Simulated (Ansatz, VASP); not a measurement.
## P in VASP and in Ansatz

File INCAR:

```
SYSTEM = P
PREC = Accurate ; ENCUT = 520
EDIFF = 1E-6 ; ISMEAR = -1
SIGMA = 0.1 ; LREAL = .FALSE.
LASPH = .TRUE. ; NELM = 80
ALGO = Normal ; ISIF = 2
LWAVE = .FALSE. ; LCHARG = .FALSE.
GGA = PE ; NBANDS = 12
```

KPOINTS

```
Automatic mesh
0
G
  14 14 11
  0 0 0
```

File POSCAR:

```
P
1.0
   -2.6134192382      2.9554790364      1.2476495873
    2.9554790364     -2.6134192382      1.2476495873
    2.2644817061      2.2644817061     -0.6211664404
P
2
Direct
    0.9668659313      0.0331340687      1.0000000000
    0.7831340687      0.2168659313      0.5000000000
```

Input for Ansatz:

```yaml
crystal:
  lattice:
    - [-2.6134192382, 2.9554790364, 1.2476495873]
    - [2.9554790364, -2.6134192382, 1.2476495873]
    - [2.2644817061, 2.2644817061, -0.6211664404]
  atoms:
    - { symbol: P, position: [0.9668659313, 0.0331340687, 1.0] }
    - { symbol: P, position: [0.7831340687, 0.2168659313, 0.5] }
hamiltonian:
  xc: pbe
  pseudopotentials:
    kind: paw
    azcp:
      P: "pseudopotentials/P.paw.azcp"
basis:
  ecutwfc: 420
  fft_grid_basis: typed
kpoints:
  mp_grid: { grid: [14, 14, 11], shift: [0, 0, 0] }
magnetization:
  spin_polarized: false
scf:
  occupations: { method: fermi_dirac, width: 0.1 }
  lower_state_search: "off"
output:
  stress: true
```

Alike in both runs: task single point; functional PBE; k mesh 14 × 14 × 11; occupations fermi-dirac, width 0.1 eV; no spin polarisation.

```csv
,VASP,Ansatz
version,VASP 6.6.1,Ansatz 0.2.0
potentials or method,"VASP PAW PBE potentials, release 64 (P), cutoff 520 eV","plane waves (420 eV) with PAW, scalar-relativistic"
valence electrons in the cell,10,10
```

```tsv
	VASP	Ansatz	Ansatz less VASP
pressure (GPa)	7.7	8.1	+0.35
traceless stress, the component that is largest in VASP (GPa)	1.29	1.36	+0.066
```
